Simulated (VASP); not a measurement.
# Sr2CuSO2 (P4/mmm) in VASP: further runs, part 2 of 2

VASP 6.6.1. Earlier steps stand in the parts before.

**4. Single point, PBE**

This run uses another cell than the first one, of 17.12 Å³/atom, 1.043 times its volume.

Contents of INCAR:

```
PREC = Accurate
ENCUT = 520
EDIFF = 1E-7
ISMEAR = -1
SIGMA = 0.05
LREAL = F
LASPH = T
NELM = 60
ALGO = Normal
ISIF = 2
LWAVE = F
LCHARG = F
GGA = PE
NBANDS = 34
```

Contents of KPOINTS:

```
Automatic mesh
0
Gamma
  7 7 4
```

Contents of POSCAR:

```
Sr2CuSO2
1.0
    3.8761519894      0.0000000000      0.0000000000
    0.0000000000      3.8761519894      0.0000000000
    0.0000000000      0.0000000000      6.8350955212
Sr Cu S O
2 1 1 2
Direct
    0.0000000000      0.0000000000      0.7508430000
    0.0000000000      0.0000000000      0.2491570000
    0.5000000000      0.5000000000      0.0000000000
    0.5000000000      0.5000000000      0.5000000000
    0.5000000000      0.0000000000      0.0000000000
    0.0000000000      0.5000000000      0.0000000000
```

Potentials or basis: VASP PAW PBE potentials, release 64 (Sr_sv, Cu, S, O).

Started as:

```bash
> cat potpaw_PBE.64/Sr_sv/POTCAR potpaw_PBE.64/Cu/POTCAR potpaw_PBE.64/S/POTCAR potpaw_PBE.64/O/POTCAR > POTCAR
> mpirun -np 1 vasp_std > vasp.out
```

OUTCAR:

```text
PREC = Accurate
   ENCUT = 520
   EDIFF = 1E-7
   ISMEAR = -1
   LREAL = F
   LASPH = T
   NELM = 60
   ISIF = 2
   GGA = PE

 ion  position               nearest neighbor table
   1  0.000  0.000  0.751-   5 2.58   6 2.58   6 2.58   5 2.58   3 3.23   3 3.23   3 3.23   3 3.23
                             4 3.23   4 3.23   4 3.23   4 3.23   2 3.41   2 3.43
   2  0.000  0.000  0.249-   5 2.58   6 2.58   6 2.58   5 2.58   3 3.23   3 3.23   3 3.23   3 3.23
                             4 3.23   4 3.23   4 3.23   4 3.23   1 3.41   1 3.43
   3  0.500  0.500  0.000-   5 1.94   6 1.94   5 1.94   6 1.94   1 3.23   2 3.23   1 3.23   1 3.23
                             2 3.23   2 3.23   1 3.23   2 3.23
   4  0.500  0.500  0.500-   1 3.23   2 3.23   1 3.23   2 3.23   1 3.23   2 3.23   1 3.23   2 3.23

   5  0.500  0.000  0.000-   3 1.94   3 1.94   1 2.58   2 2.58   1 2.58   2 2.58
   6  0.000  0.500  0.000-   3 1.94   3 1.94   1 2.58   1 2.58   2 2.58   2 2.58

  LATTYP: Found a simple tetragonal cell.
 ALAT       =     3.8761519894
 C/A-ratio  =     1.7633713899

  Lattice vectors:

 A1 = (   3.8761519894,   0.0000000000,   0.0000000000)
 A2 = (   0.0000000000,   3.8761519894,   0.0000000000)
 A3 = (   0.0000000000,   0.0000000000,   6.8350955212)

Analysis of symmetry for initial positions (statically):
=====================================================================
 Subroutine PRICEL returns:
 Original cell was already a primitive cell.

 Routine SETGRP: Setting up the symmetry group for a
 simple tetragonal supercell.

 Subroutine GETGRP returns: Found 16 space group operations
 (whereof 16 operations were pure point group operations)
 out of a pool of 16 trial point group operations.

The static configuration has the point symmetry D_4h.

Analysis of symmetry for dynamics (positions and initial velocities):
=====================================================================
 Subroutine PRICEL returns:
 Original cell was already a primitive cell.

 Routine SETGRP: Setting up the symmetry group for a
 simple tetragonal supercell.

 Subroutine GETGRP returns: Found 16 space group operations
 (whereof 16 operations were pure point group operations)
 out of a pool of 16 trial point group operations.

The dynamic configuration has the point symmetry D_4h.

 Subroutine INISYM returns: Found 16 space group operations
 (whereof 16 operations are pure point group operations),
 and found     1 'primitive' translations

----------------------------------------------------------------------------------------

                                     Primitive cell

  volume of cell :     102.6943

  direct lattice vectors                    reciprocal lattice vectors
     3.876151989  0.000000000  0.000000000     0.257987820  0.000000000  0.000000000
     0.000000000  3.876151989  0.000000000     0.000000000  0.257987820  0.000000000
     0.000000000  0.000000000  6.835095521     0.000000000  0.000000000  0.146303734

  length of vectors
     3.876151989  3.876151989  6.835095521     0.257987820  0.257987820  0.146303734

  position of ions in fractional coordinates (direct lattice)
     0.000000000  0.000000000  0.750843000
     0.000000000  0.000000000  0.249157000
     0.500000000  0.500000000  0.000000000
     0.500000000  0.500000000  0.500000000
     0.500000000  0.000000000  0.000000000
     0.000000000  0.500000000  0.000000000

  ion indices of the primitive-cell ions
   primitive index   ion index
                 1           1
[... 33 lines left out ...]
            Coordinates               Weight
  0.000000  0.000000  0.000000      1.000000
  0.142857  0.000000  0.000000      4.000000
  0.285714  0.000000  0.000000      4.000000
  0.428571  0.000000  0.000000      4.000000
  0.142857  0.142857  0.000000      4.000000
  0.285714  0.142857  0.000000      8.000000
[... 16 lines left out ...]
  0.285714  0.000000  0.500000      4.000000
  0.428571  0.000000  0.500000      4.000000
 [... further k-points ...]
   k-points           NKPTS =     30   k-points in BZ     NKDIM =     30   number of bands    NBANDS=     34
   number of dos      NEDOS =    301   number of ions     NIONS =      6
   total plane-waves  NPLWV =  48600
   dimension x,y,z NGX =    30 NGY =   30 NGZ =   54
   dimension x,y,z NGXF=    60 NGYF=   60 NGZF=  108
   ions per type =               2   1   1   2
   NGX,Y,Z   is equivalent  to a cutoff of  12.87, 12.87, 13.13 a.u.
   NGXF,Y,Z  is equivalent  to a cutoff of  25.73, 25.73, 26.27 a.u.
 SYSTEM =  unknown system
   PREC   = accura    normal or accurate (medium, high low for compatibility)
   ISTART =      0    job   : 0-new  1-cont  2-samecut
   ICHARG =      2    charge: 1-file 2-atom 10-const
   ISPIN  =      1    spin polarized calculation?
   LNONCOLLINEAR =      F non collinear calculations
   LSORBIT =      F    spin-orbit coupling
   LASPH  =      T    aspherical Exc in radial PAW
   ENCUT  =  520.0 eV  38.22 Ry    6.18 a.u.   7.21  7.21 12.71*2*pi/ulx,y,z
   NELM   =     60;   NELMIN=  2; NELMDL= -5     # of ELM steps
   EDIFF  = 0.1E-06   stopping-criterion for ELM
   LREAL  =      F    real-space projection
   EDIFFG = 0.1E-05   stopping-criterion for IOM
   NSW    =      0    number of steps for IOM
   IBRION =     -1    ionic relax: 0-MD 1-quasi-New 2-CG
   NFREE  =      0    steps in history (QN), initial steepest desc. (CG)
   ISIF   =      2    stress and relaxation
   ISYM   =      2    0-nonsym 1-usesym 2-fastsym
   POTIM  = 0.5000    time-step for ionic-motion
   TEBEG  =    0.0;   TEEND  =   0.0 temperature during run
   PSTRESS=    0.0 pullay stress
   NELECT =      49.0000    total number of electrons
   NUPDOWN=      -1.0000    fix difference up-down
   EMIN   =  10.00;   EMAX   =-10.00  energy-range for DOS
   EFERMI =   0.00;   METHOD = LEGACY
   ISMEAR =    -1;   SIGMA  =   0.05  broadening in eV -4-tet -1-fermi 0-gaus
   EFERMI_NEDOS =   21; number of points for ismear=-14 and -15
   IALGO  =     38    algorithm
   IMIX   =      4    mixing-type and parameters
     AMIX     =   0.40;   BMIX     =  1.00
     AMIX_MAG =   1.60;   BMIX_MAG =  1.00
  volume/ion in A,a.u.               =      17.12       115.50
  Fermi-wavevector in a.u.,A,eV,Ry     =   1.279258  2.417447 22.265947  1.636501
  Thomas-Fermi vector in A             =   2.411754
   LORBIT       =      0    0 simple, 1 ext, 2 COOP (PROOUT), +10 PAW based schemes
   GGA     = PE    functional components
   LHFCALC =     F    Hartree Fock is set to
   AEXX    =    0.0000 exact exchange contribution
   IVDW    =     0    specifies the selected vdW correction
   LEPSILON=     F    determine dielectric tensor
   LRPA    =     F    only Hartree local field effects (RPA)
 non-spin polarized calculation
  energy-cutoff  :      520.00
  volume of cell :      102.69
 maximum number of plane-waves:      2785
 NGX is ok and might be reduce to    30
   NGX = 15   NGY = 15   NGZ = 25

 number of electron      48.9999992 magnetization

 Free energy of the ion-electron system (eV)
  ---------------------------------------------------
  ext. energy  EPLUGINS =         0.00000000
  ---------------------------------------------------
  free energy    TOTEN  =       -31.96108458 eV

  energy without entropy =      -31.94871258  energy(sigma->0) =      -31.95489858

 E-fermi :   3.5552     XC(G=0): -10.1914

 val. band max:        3.5022464641   @ k =   0.2857   0.1429   0.5000
 cond. band min:       3.6197382485   @ k =   0.4286   0.1429   0.0000
 fundamental gap:      0.1174917844
 Fermi energy:         3.5552426472

 k-point     1 :       0.0000    0.0000    0.0000
  band No.  band energies     occupation
      1     -30.4151      2.00000
      2     -30.3284      2.00000
      3     -15.2402      2.00000
      4     -13.5061      2.00000
      5     -12.3836      2.00000
      6     -12.3836      2.00000
[... 877 lines left out ...]
     33      10.6203      0.00000
     34      10.6771      0.00000

 [... further k-points ...]
[... 5 lines left out ...]
  --------------------------------------------------------------------------------------
  -------------------------------------------------------------------------------------
  Total        1.5648512      1.5648512      0.9510770      0.0000000     -0.0000000      0.0000000
  in kB       24.4139158     24.4139158     14.8381614      0.0000000     -0.0000000      0.0000000
  external PRESSURE =      21.2219977 kB  Pullay stress =       0.0000000 kB

 VOLUME and BASIS-vectors are now :
 -----------------------------------------------------------------------------
  energy-cutoff  :      520.00
  volume of cell :      102.69
      direct lattice vectors                 reciprocal lattice vectors
     3.876151989  0.000000000  0.000000000     0.257987820  0.000000000  0.000000000
     0.000000000  3.876151989  0.000000000     0.000000000  0.257987820  0.000000000
     0.000000000  0.000000000  6.835095521     0.000000000  0.000000000  0.146303734

 POSITION                                       TOTAL-FORCE (eV/Angst)
 -----------------------------------------------------------------------------------
      0.00000      0.00000      5.13208         0.000000      0.000000     -0.054172
      0.00000      0.00000      1.70301         0.000000      0.000000      0.054172
      1.93808      1.93808      0.00000         0.000000      0.000000      0.000000
      1.93808      1.93808      3.41755         0.000000      0.000000      0.000000
      1.93808      0.00000      0.00000         0.000000      0.000000      0.000000
      0.00000      1.93808      0.00000         0.000000      0.000000      0.000000
 -----------------------------------------------------------------------------------
    total drift:                                0.000000      0.000000      0.000000

  FREE ENERGIE OF THE ION-ELECTRON SYSTEM (eV)
  ---------------------------------------------------
  free  energy   TOTEN  =       -31.9610845838 eV

  energy  without entropy=      -31.9487125752  energy(sigma->0) =      -31.95489858
```

OSZICAR:

```text
N       E                     dE             d eps       ncg     rms          rms(c)
DAV:   1     0.462697550328E+03    0.46270E+03   -0.22529E+04  2040   0.153E+03
DAV:   2     0.177714451301E+02   -0.44493E+03   -0.41068E+03  2192   0.392E+02
DAV:   3    -0.358238139533E+02   -0.53595E+02   -0.52099E+02  3080   0.135E+02
DAV:   4    -0.386639319865E+02   -0.28401E+01   -0.28222E+01  3104   0.272E+01
DAV:   5    -0.388164405344E+02   -0.15251E+00   -0.15235E+00  3216   0.512E+00    0.287E+01
DAV:   6    -0.357445590328E+02    0.30719E+01   -0.60123E+01  2670   0.103E+02    0.220E+01
DAV:   7    -0.319186165735E+02    0.38259E+01   -0.16750E+01  3028   0.805E+01    0.137E+01
DAV:   8    -0.319813767149E+02   -0.62760E-01   -0.31128E+00  2720   0.109E+01    0.497E+00
DAV:   9    -0.319619395678E+02    0.19437E-01   -0.20382E-01  3296   0.496E+00    0.849E-01
DAV:  10    -0.319613283383E+02    0.61123E-03   -0.81805E-02  3136   0.209E+00    0.376E-01
DAV:  11    -0.319608679822E+02    0.46036E-03   -0.48106E-03  3078   0.596E-01    0.174E-01
DAV:  12    -0.319609479594E+02   -0.79977E-04   -0.67645E-04  3152   0.339E-01    0.109E-01
DAV:  13    -0.319610849228E+02   -0.13696E-03   -0.24494E-04  2766   0.124E-01    0.248E-02
DAV:  14    -0.319610843880E+02    0.53483E-06   -0.25768E-05  3160   0.502E-02    0.755E-03
DAV:  15    -0.319610848366E+02   -0.44861E-06   -0.17475E-06  3006   0.725E-03    0.589E-03
DAV:  16    -0.319610847353E+02    0.10122E-06   -0.11838E-06  3048   0.897E-03    0.175E-03
DAV:  17    -0.319610846094E+02    0.12599E-06   -0.19544E-07  2120   0.412E-03    0.483E-04
DAV:  18    -0.319610845838E+02    0.25520E-07   -0.45302E-08  1328   0.190E-03
   1 F= -.31961085E+02 E0= -.31954899E+02  d E =-.123720E-01
```

stdout:

```text
POSCAR found type information on POSCAR SrCuS O
 POSCAR found :  4 types and       6 ions
 scaLAPACK will be used
 LDA part: xc-table for (Slater+PW92), standard interpolation
 POSCAR, INCAR and KPOINTS ok, starting setup
 FFT: planning ... GRIDC
 FFT: planning ... GRID_SOFT
 FFT: planning ... GRID
 WAVECAR not read
 entering main loop
```

Run time: 2.5 min. Hardware: 1 thread of Intel Xeon 6975P-C, shared host; peak memory 0.28 GiB.

Results:

```yaml
Free_energy: -31.9611 eV
Pressure: 2.1 GPa
Largest_force: 0.054 eV/Å
```

Forces in eV/Å, atoms in the order of the input:
```
Sr   0.000  0.000 -0.054
Sr   0.000  0.000  0.054
Cu   0.000  0.000  0.000
S    0.000  0.000  0.000
O    0.000  0.000  0.000
O    0.000  0.000  0.000
```

Stress tensor (GPa, compression positive):
```
2.44 0.00 0.00
0.00 2.44 0.00
0.00 0.00 1.48
```

Levels at points of the mesh, in eV from the Fermi level:
```csv
k point,band 22,band 23,band 24,band 25,band 26,band 27,band 28,band 29
"(0.00, 0.00, 0.00)",-1.79,-1.18,-0.49,-0.49,2.05,3.29,3.31,5.95
"(0.00, 0.00, 0.50)",-1.72,-1.38,-0.59,-0.59,3.74,4.08,4.16,4.59
```

Caveat: an odd number of electrons without spin polarisation forces a metal; a magnetic or distorted state may lie lower; semilocal functionals often make such compounds metallic where correlation or magnetic order opens a gap, which also shifts bond lengths. With open d or f shells a metallic result of PBE can be an artefact of self-interaction; +U or a hybrid may open a gap.

**5. Single point, PBE**

This run uses another cell than the first one, of 17.47 Å³/atom, 1.064 times its volume.

Contents of INCAR:

```
SYSTEM = Sr2CuSO2
PREC     = Accurate       ! precision mode
ENCUT    = 520            ! plane-wave cutoff, eV
EDIFF    = 1E-6           ! SCF threshold, eV
ISMEAR   = -1             ! smearing method
SIGMA    = 0.05           ! smearing width, eV
LREAL    = .FALSE.        ! projectors in reciprocal space
LASPH    = .TRUE.         ! aspherical terms in the spheres
NELM     = 100            ! most SCF steps
ALGO     = Normal         ! electronic algorithm
ISIF     = 2              ! what is computed and relaxed
LWAVE    = .FALSE.        ! write WAVECAR
LCHARG   = .FALSE.        ! write CHGCAR
GGA      = PE             ! functional
NBANDS   = 34             ! bands
```

Contents of KPOINTS:

```
Automatic mesh
0
G
  7 7 4
  0 0 0
```

Changes to POSCAR since step 4:

```diff
@@ -2,5 +2,5 @@
 1.0
-    3.8761519894      0.0000000000      0.0000000000
-    0.0000000000      3.8761519894      0.0000000000
-    0.0000000000      0.0000000000      6.8350955212
+    3.9023430000      0.0000000000      0.0000000000
+    0.0000000000      3.9023430000      0.0000000000
+    0.0000000000      0.0000000000      6.8812800000
 Sr Cu S O
```

Started as:

```bash
> cat potpaw_PBE.64/Sr_sv/POTCAR potpaw_PBE.64/Cu/POTCAR potpaw_PBE.64/S/POTCAR potpaw_PBE.64/O/POTCAR > POTCAR
> mpirun -np 1 vasp_std > vasp.out
```

Wall time 2.4 min (1 thread of Intel Xeon 6975P-C, shared host); peak memory 0.28 GiB.

It converged, with:

* Free energy: -31.9780 eV
* Pressure: 0.3 GPa
* Largest force: 0.063 eV/Å

Forces in eV/Å, atoms in the order of the input:
```
Sr   0.000  0.000  0.063
Sr   0.000  0.000 -0.063
Cu   0.000  0.000  0.000
S    0.000  0.000  0.000
O    0.000  0.000  0.000
O    0.000  0.000  0.000
```

Stress tensor (GPa, compression positive):
```
0.39 0.00 0.00
0.00 0.39 0.00
0.00 0.00 0.13
```

Levels at points of the mesh, in eV from the Fermi level:
| k point | band 21 | band 22 | band 23 | band 24 | band 25 | band 26 | band 27 | band 28 | band 29 | band 30 |
| --- | --- | --- | --- | --- | --- | --- | --- | --- | --- | --- |
| (0.00, 0.00, 0.00) | -1.72 | -1.72 | -1.12 | -0.45 | -0.45 | 2.06 | 3.24 | 3.34 | 5.93 | 6.34 |
| (0.00, 0.00, 0.50) | -1.64 | -1.64 | -1.33 | -0.55 | -0.55 | 3.75 | 4.02 | 4.20 | 4.49 | 4.64 |

Caveat: an odd number of electrons without spin polarisation forces a metal; a magnetic or distorted state may lie lower; semilocal functionals often make such compounds metallic where correlation or magnetic order opens a gap, which also shifts bond lengths.

**6. Overview**

```tsv
cell	gap on the mesh (eV)	pressure (GPa)	largest force (eV/Å)
a = 3.823, b = 3.823, c = 6.741 Å, 6 atoms	none	6.4	0.32
a = 3.850, b = 3.850, c = 6.788 Å, 6 atoms	none	4.1	0.18
a = 3.876, b = 3.876, c = 6.835 Å, 6 atoms	none	2.1	0.05
a = 3.902, b = 3.902, c = 6.881 Å, 6 atoms	none	0.3	0.06
```

Alike in all rows: task single point; level PBE; potentials or basis VASP PAW PBE potentials, release 64 (Sr_sv, Cu, S, O); no spin polarisation; k mesh 7 × 7 × 4; cutoff (eV) 520; smearing fermi-dirac 0.05 eV.

Caveats: an odd number of electrons without spin polarisation forces a metal; a magnetic or distorted state may lie lower; semilocal functionals often make such compounds metallic where correlation or magnetic order opens a gap, which also shifts bond lengths.

Total energies depend on the potentials used, so only differences within one code and one set of settings carry meaning.
